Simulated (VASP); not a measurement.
# MgC (P1) in VASP: single point with BLYP

Aim: the single point of MgC with BLYP.

Program: VASP 6.6.1. These are calculated values, not measurements. Logs are shortened: lines on timing, memory, paths and dates and some standing lists are left out, and cuts for length are marked.

## 1. The cell of the first run

The typed cell holds 2 atoms: a = 3.441 Å, b = 3.353 Å, c = 3.509 Å, α = 90.91°, β = 89.12°, γ = 90.80°.

## 2. Single point, BLYP

INCAR

```
SYSTEM = MgC
AGGAC    = 1.0          
AGGAX    = 1.0          
ALDAC    = 0.0          
ALDAX    = 1.0          
ALGO     = Normal         ! electronic algorithm
EDIFF    = 1E-6           ! SCF threshold, eV
ENCUT    = 600            ! plane-wave cutoff, eV
GGA      = B5             ! functional
GGA_COMPAT= .FALSE.      
ISIF     = 2              ! what is computed and relaxed
ISMEAR   = -1             ! smearing method
LASPH    = .TRUE.         ! aspherical terms in the spheres
LCHARG   = .FALSE.        ! write CHGCAR
LREAL    = .FALSE.        ! projectors in reciprocal space
LWAVE    = .FALSE.        ! write WAVECAR
NBANDS   = 10             ! bands
NELM     = 120            ! most SCF steps
PREC     = Accurate       ! precision mode
SIGMA    = 0.0846         ! smearing width, eV
```

KPOINTS

```
k-points
0
G
  5 5 5
  0 0 0
```

POSCAR

```
MgC
1.0
    3.4408840000     -0.0235810000      0.0265430000
   -0.0235810000      3.3528220000     -0.0272490000
    0.0265430000     -0.0272490000      3.5083340000
C Mg
1 1
Direct
    0.9699740000      0.9620250000      0.9807980000
    0.3776240000      0.5020560000      0.5805870000
```

Potentials or basis: VASP PAW PBE potentials, release 64 (C, Mg).

Command:

```
$ cat potpaw_PBE.64/C/POTCAR potpaw_PBE.64/Mg/POTCAR > POTCAR
$ mpirun -np 1 vasp_std > vasp.out
```

OUTCAR:

```text
SYSTEM = MgC
   EDIFF = 1E-6
   ENCUT = 600
   GGA = B5
   ISIF = 2
   ISMEAR = -1
   LASPH = .TRUE.
   LREAL = .FALSE.
   NELM = 120
   PREC = Accurate

 ion  position               nearest neighbor table
   1  0.970  0.962  0.981-   2 2.50   2 2.68
   2  0.378  0.502  0.581-   1 2.50   1 2.68

  LATTYP: Found a triclinic cell.
 ALAT       =     3.3530156479
 B/A-ratio  =     1.4228783713
 C/A-ratio  =     1.0463834921
 COS(alpha) =     0.0001487482
 COS(beta)  =     0.0159454706
 COS(gamma) =     0.6927410292

  Lattice vectors:

 A1 = (  -0.0235810000,   3.3528220000,  -0.0272490000)
 A2 = (   3.4173030000,   3.3292410000,  -0.0007060000)
 A3 = (  -0.0265430000,   0.0272490000,  -3.5083340000)

Analysis of symmetry for initial positions (statically):
=====================================================================
 Subroutine PRICEL returns:
 Original cell was already a primitive cell.

 Routine SETGRP: Setting up the symmetry group for a
 triclinic supercell.

 Subroutine GETGRP returns: Found  1 space group operations
 (whereof  1 operations were pure point group operations)
 out of a pool of  2 trial point group operations.

The static configuration has the point symmetry C_1 .

Analysis of symmetry for dynamics (positions and initial velocities):
=====================================================================
 Subroutine PRICEL returns:
 Original cell was already a primitive cell.

 Routine SETGRP: Setting up the symmetry group for a
 triclinic supercell.

 Subroutine GETGRP returns: Found  1 space group operations
 (whereof  1 operations were pure point group operations)
 out of a pool of  2 trial point group operations.

The dynamic configuration has the point symmetry C_1 .

 Subroutine INISYM returns: Found  1 space group operations
 (whereof  1 operations are pure point group operations),
 and found     1 'primitive' translations

----------------------------------------------------------------------------------------

                                     Primitive cell

  volume of cell :      40.4677

  direct lattice vectors                    reciprocal lattice vectors
     3.440884000 -0.023581000  0.026543000     0.290653721  0.002026476 -0.002183259
    -0.023581000  3.352822000 -0.027249000     0.002026476  0.298289172  0.002301461
     0.026543000 -0.027249000  3.508334000    -0.002183259  0.002301461  0.285069968

  length of vectors
     3.441067174  3.353015648  3.508540223     0.290668984  0.298304934  0.285087619

  position of ions in fractional coordinates (direct lattice)
     0.969974000  0.962025000  0.980798000
     0.377624000  0.502056000  0.580587000

  ion indices of the primitive-cell ions
   primitive index   ion index
                 1           1
                 2           2

----------------------------------------------------------------------------------------

 KPOINTS: k-points

Automatic generation of k-mesh.
 Grid dimensions read from file:
 generate k-points for:    5    5    5

 Generating k-lattice:

  Cartesian coordinates                     Fractional coordinates (reciprocal lattice)
     0.058130744  0.000405295 -0.000436652     0.200000000 -0.000000000  0.000000000
     0.000405295  0.059657834  0.000460292    -0.000000000  0.200000000  0.000000000
    -0.000436652  0.000460292  0.057013994     0.000000000  0.000000000  0.200000000

  Length of vectors
     0.058133797  0.059660987  0.057017524

  Shift w.r.t. Gamma in fractional coordinates (k-lattice)
     0.000000000  0.000000000  0.000000000

 Subroutine IBZKPT returns following result:
 ===========================================

 Found     63 irreducible k-points:

 Following reciprocal coordinates:
            Coordinates               Weight
  0.000000  0.000000  0.000000      1.000000
  0.200000  0.000000  0.000000      2.000000
  0.400000  0.000000  0.000000      2.000000
 -0.000000  0.200000 -0.000000      2.000000
  0.200000  0.200000  0.000000      2.000000
  0.400000  0.200000  0.000000      2.000000
[... 16 lines left out ...]
 -0.200000  0.200000  0.200000      2.000000
  0.000000  0.400000  0.200000      2.000000
 [... further k-points ...]
   k-points           NKPTS =     63   k-points in BZ     NKDIM =     63   number of bands    NBANDS=     10
   number of dos      NEDOS =    301   number of ions     NIONS =      2
   total plane-waves  NPLWV =  21952
   dimension x,y,z NGX =    28 NGY =   28 NGZ =   28
   dimension x,y,z NGXF=    56 NGYF=   56 NGZF=   56
   ions per type =               1   1
   NGX,Y,Z   is equivalent  to a cutoff of  13.53, 13.88, 13.27 a.u.
   NGXF,Y,Z  is equivalent  to a cutoff of  27.05, 27.77, 26.53 a.u.
 SYSTEM =  MgC
   PREC   = accura    normal or accurate (medium, high low for compatibility)
   ISTART =      0    job   : 0-new  1-cont  2-samecut
   ICHARG =      2    charge: 1-file 2-atom 10-const
   ISPIN  =      1    spin polarized calculation?
   LNONCOLLINEAR =      F non collinear calculations
   LSORBIT =      F    spin-orbit coupling
   LASPH  =      T    aspherical Exc in radial PAW
   ENCUT  =  600.0 eV  44.10 Ry    6.64 a.u.   6.87  6.70  7.01*2*pi/ulx,y,z
   NELM   =    120;   NELMIN=  2; NELMDL= -5     # of ELM steps
   EDIFF  = 0.1E-05   stopping-criterion for ELM
   LREAL  =      F    real-space projection
   EDIFFG = 0.1E-04   stopping-criterion for IOM
   NSW    =      0    number of steps for IOM
   IBRION =     -1    ionic relax: 0-MD 1-quasi-New 2-CG
   NFREE  =      0    steps in history (QN), initial steepest desc. (CG)
   ISIF   =      2    stress and relaxation
   ISYM   =      2    0-nonsym 1-usesym 2-fastsym
   POTIM  = 0.5000    time-step for ionic-motion
   TEBEG  =    0.0;   TEEND  =   0.0 temperature during run
   PSTRESS=    0.0 pullay stress
   NELECT =       6.0000    total number of electrons
   NUPDOWN=      -1.0000    fix difference up-down
   EMIN   =  10.00;   EMAX   =-10.00  energy-range for DOS
   EFERMI =   0.00;   METHOD = LEGACY
   ISMEAR =    -1;   SIGMA  =   0.08  broadening in eV -4-tet -1-fermi 0-gaus
   EFERMI_NEDOS =   21; number of points for ismear=-14 and -15
   IALGO  =     38    algorithm
   IMIX   =      4    mixing-type and parameters
     AMIX     =   0.40;   BMIX     =  1.00
     AMIX_MAG =   1.60;   BMIX_MAG =  1.00
  volume/ion in A,a.u.               =      20.23       136.54
  Fermi-wavevector in a.u.,A,eV,Ry     =   0.866475  1.637400 10.214960  0.750778
  Thomas-Fermi vector in A             =   1.984869
   LORBIT       =      0    0 simple, 1 ext, 2 COOP (PROOUT), +10 PAW based schemes
   GGA     = B5    functional components
   LHFCALC =     F    Hartree Fock is set to
   AEXX    =    0.0000 exact exchange contribution
   IVDW    =     0    specifies the selected vdW correction
   LEPSILON=     F    determine dielectric tensor
   LRPA    =     F    only Hartree local field effects (RPA)
 non-spin polarized calculation
  energy-cutoff  :      600.00
  volume of cell :       40.47
 maximum number of plane-waves:      1363
   NGX = 13   NGY = 13   NGZ = 15

 number of electron       6.0000000 magnetization

 Free energy of the ion-electron system (eV)
  ---------------------------------------------------
  ext. energy  EPLUGINS =         0.00000000
  ---------------------------------------------------
  free energy    TOTEN  =        -5.59673227 eV

  energy without entropy =       -5.56816630  energy(sigma->0) =       -5.58244928

 E-fermi :   1.3453     XC(G=0):  -7.9197

 val. band max:        1.2033532883   @ k =   0.2000  -0.2000   0.2000
 cond. band min:       1.5152846967   @ k =   0.2000   0.4000   0.2000
 fundamental gap:      0.3119314084
 Fermi energy:         1.3453447699

 k-point     1 :       0.0000    0.0000    0.0000
  band No.  band energies     occupation
      1      -8.2586      2.00000
      2       1.8043      0.00877
      3       2.0265      0.00064
      4       2.2048      0.00008
      5       2.3207      0.00002
      6       8.6339      0.00000
      7       9.0383      0.00000
      8      12.1291      0.00000
      9      12.7479      0.00000
     10      13.1615      0.00000

 k-point     2 :       0.2000    0.0000    0.0000
  band No.  band energies     occupation
      1      -7.9899      2.00000
      2      -0.0322      2.00000
      3       1.9830      0.00107
      4       2.3340      0.00002
      5       3.7650      0.00000
      6       8.6279      0.00000
      7       9.3512      0.00000
      8      11.8133      0.00000
      9      12.5015      0.00000
     10      13.6407      0.00000

 k-point     3 :       0.4000    0.0000    0.0000
  band No.  band energies     occupation
      1      -7.4429      2.00000
      2      -1.8105      2.00000
      3       2.2464      0.00005
      4       2.5651      0.00000
      5       5.2410      0.00000
      6       7.0711      0.00000
      7      10.5992      0.00000
      8      11.0670      0.00000
      9      11.8157      0.00000
     10      13.6160      0.00000

 k-point     4 :      -0.0000    0.2000   -0.0000
  band No.  band energies     occupation
      1      -7.9609      2.00000
      2       0.1114      2.00000
      3       1.9751      0.00117
      4       2.2004      0.00008
      5       3.6679      0.00000
      6       8.8426      0.00000
      7       9.1487      0.00000
      8      11.7247      0.00000
      9      12.4150      0.00000
     10      13.9473      0.00000

 k-point     5 :       0.2000    0.2000    0.0000
  band No.  band energies     occupation
      1      -7.7015      2.00000
      2      -0.0808      2.00000
      3       0.9526      1.98091
      4       2.1589      0.00013
      5       4.6828      0.00000
      6       8.3973      0.00000
      7       9.1683      0.00000
      8      11.6370      0.00000
      9      12.4918      0.00000
     10      14.6535      0.00000

 k-point     6 :       0.4000    0.2000    0.0000
  band No.  band energies     occupation
      1      -7.1939      2.00000
      2      -1.4324      2.00000
      3       1.1410      1.83592
      4       2.4054      0.00001
      5       5.4844      0.00000
      6       7.0987      0.00000
      7       9.0609      0.00000
      8      11.4683      0.00000
      9      12.8066      0.00000
     10      14.0915      0.00000
[... 183 lines left out ...]
 k-point    21 :       0.4000    0.2000    0.2000
  band No.  band energies     occupation
      1      -7.0050      2.00000
      2      -1.0748      2.00000
      3       1.0068      1.96411
      4       1.5928      0.10184
      5       5.2237      0.00000
      6       7.5784      0.00000
      7       7.9553      0.00000
      8      11.3502      0.00000
      9      13.2521      0.00000
     10      13.9883      0.00000

 k-point    22 :      -0.4000    0.2000    0.2000
  band No.  band energies     occupation
      1      -7.0051      2.00000
      2      -1.0776      2.00000
      3       1.0156      1.96023
      4       1.5961      0.09811
      5       5.1588      0.00000
      6       7.6538      0.00000
      7       7.9339      0.00000
      8      11.5386      0.00000
      9      13.1340      0.00000
     10      13.9167      0.00000

 k-point    23 :      -0.2000    0.2000    0.2000
  band No.  band energies     occupation
      1      -7.4787      2.00000
      2      -0.1337      2.00000
      3       1.1287      1.85667
      4       1.1651      1.78760
      5       5.1063      0.00000
      6       8.5727      0.00000
      7       8.8138      0.00000
      8      10.7619      0.00000
      9      13.5355      0.00000
     10      13.8448      0.00000

 k-point    24 :       0.0000    0.4000    0.2000
  band No.  band energies     occupation
      1      -7.1411      2.00000
      2      -1.4436      2.00000
      3       1.0216      1.95736
      4       2.5618      0.00000
      5       5.2197      0.00000
      6       7.1220      0.00000
      7       9.2418      0.00000
      8      11.8372      0.00000
      9      12.4734      0.00000
     10      14.2660      0.00000

 [... further k-points ...]
[... 5 lines left out ...]
  --------------------------------------------------------------------------------------
  -------------------------------------------------------------------------------------
  Total       -4.0034921     -3.8582205     -4.2338855     -0.1855518      0.0300362     -0.1010856
  in kB     -158.5044396   -152.7529110   -167.6260701     -7.3462822      1.1891786     -4.0021358
  external PRESSURE =    -159.6278069 kB  Pullay stress =       0.0000000 kB

 VOLUME and BASIS-vectors are now :
 -----------------------------------------------------------------------------
  energy-cutoff  :      600.00
  volume of cell :       40.47
      direct lattice vectors                 reciprocal lattice vectors
     3.440884000 -0.023581000  0.026543000     0.290653721  0.002026476 -0.002183259
    -0.023581000  3.352822000 -0.027249000     0.002026476  0.298289172  0.002301461
     0.026543000 -0.027249000  3.508334000    -0.002183259  0.002301461  0.285069968

 POSITION                                       TOTAL-FORCE (eV/Angst)
 -----------------------------------------------------------------------------------
      3.34092      3.17590      3.44050         0.262963     -0.068116     -0.329147
      1.30293      1.65858      2.03324        -0.262963      0.068116      0.329147
 -----------------------------------------------------------------------------------
    total drift:                                0.000222     -0.000009      0.000067

  FREE ENERGIE OF THE ION-ELECTRON SYSTEM (eV)
  ---------------------------------------------------
  free  energy   TOTEN  =        -5.5967322689 eV

  energy  without entropy=       -5.5681662988  energy(sigma->0) =       -5.58244928
```

Wall time 50 s (1 thread of AMD EPYC 7R43 (Zen 3), shared host); peak memory 0.14 GiB.

Results:

| Quantity | Value |
| --- | --- |
| Free energy | -5.5967 eV |
| Pressure | -16.0 GPa |
| Largest force | 0.427 eV/Å |
| Band gap on the k mesh | zero (bands 3 and 4 overlap by 1.80 eV) |

Forces on the atoms (eV/Å):
```
C    0.263 -0.068 -0.329
Mg  -0.263  0.068  0.329
```

Stress tensor (GPa, compression positive):
```
-15.85  -0.73  -0.40
 -0.73 -15.28   0.12
 -0.40   0.12 -16.76
```

Levels at points of the mesh, in eV from the Fermi level:
| k point | band 1 | band 2 | band 3 | band 4 | band 5 | band 6 | band 7 | band 8 |
| --- | --- | --- | --- | --- | --- | --- | --- | --- |
| (0.00, 0.00, 0.00) | -9.60 | 0.46 | 0.68 | 0.86 | 0.98 | 7.29 | 7.69 | 10.78 |

Caveat: the k points lie up to 0.37 Å⁻¹ apart, too coarse for converged energies and pressures of a metal; the PAW data sets were made with another functional, which shifts forces and pressure a little.
